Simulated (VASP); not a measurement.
Set up this calculation in VASP 6.6.1, as the native input.

```
Task                   : single point
Functional             : PBE
Potentials or basis    : VASP PAW PBE potentials, release 64 (As, Ga_d, Ag)
Cutoff                 : 520 eV
k mesh                 : 7 × 7 × 1
Occupations            : gaussian, width 0.05 eV
Spin                   : collinear spin
Starting moments       : [0.0, 0.0, 0.0, 0.0, 1.0] μB
Dipole correction      : yes
Further INCAR settings : ALGO = Normal; EDIFF = 1e-06; NBANDS = 36
```

The structure of Ga2AgAs2 lies in POSCAR:

```
Ga2AgAs2
1.0
    4.0629609260      0.0000000000      0.0000000000
    0.0000000000      4.0629609260      0.0000000000
    0.0000000000      0.0000000000     19.8904986549
As Ga Ag
2 2 1
Direct
    0.0000000000      0.5000000000      0.2011010417
    0.5000000000      0.0000000000      0.3511019678
    0.5000000000      0.5000000000      0.2733201266
    0.0000000000      0.0478916222      0.4197208691
    0.0000000000      0.2500000000      0.5365831033
```

One way to write it, as run:

INCAR

```
SYSTEM = Ga2AgAs2
PREC = Accurate ; ENCUT = 520
EDIFF = 1E-6 ; ISMEAR = 0
SIGMA = 0.05 ; LREAL = .FALSE.
LASPH = .TRUE. ; NELM = 150
ALGO = Normal ; ISIF = 2
LWAVE = .FALSE. ; LCHARG = .TRUE.
ISPIN = 2 ; MAGMOM = 0 0 0 0 1
LORBIT = 11 ; LMAXMIX = 4
LDIPOL = .TRUE. ; IDIPOL = 3
DIPOL = 0.5 0.5 0.356 ; GGA = PE
LELF = .TRUE. ; LVHAR = .TRUE.
LVACPOTAV = .TRUE. ; NBANDS = 36
```

KPOINTS

```
regular mesh
0
G
  7 7 1
  0 0 0
```

Potentials or basis: VASP PAW PBE potentials, release 64 (As, Ga_d, Ag).

The run is started by

```bash
$ cat potpaw_PBE.64/As/POTCAR potpaw_PBE.64/Ga_d/POTCAR potpaw_PBE.64/Ag/POTCAR > POTCAR
$ mpirun -np 1 vasp_std > vasp.out
```

Results of the run:

* Largest force: 0.238 eV/Å
* Net moment: 0.14 μB per cell
* Site moments: As +0.06, +0.00; Ga -0.00, +0.00; Ag +0.00 μB
* Valence electrons inside the program's atomic spheres: As 2.65, 2.78; Ga 11.60, 11.56; Ag 9.79

Wall time 12 min on 1 thread of Intel(R) Xeon(R) Platinum 8259CL CPU @ 2.50GHz (Skylake/Cascade Lake), with other jobs on the host, peak memory 0.64 GiB.
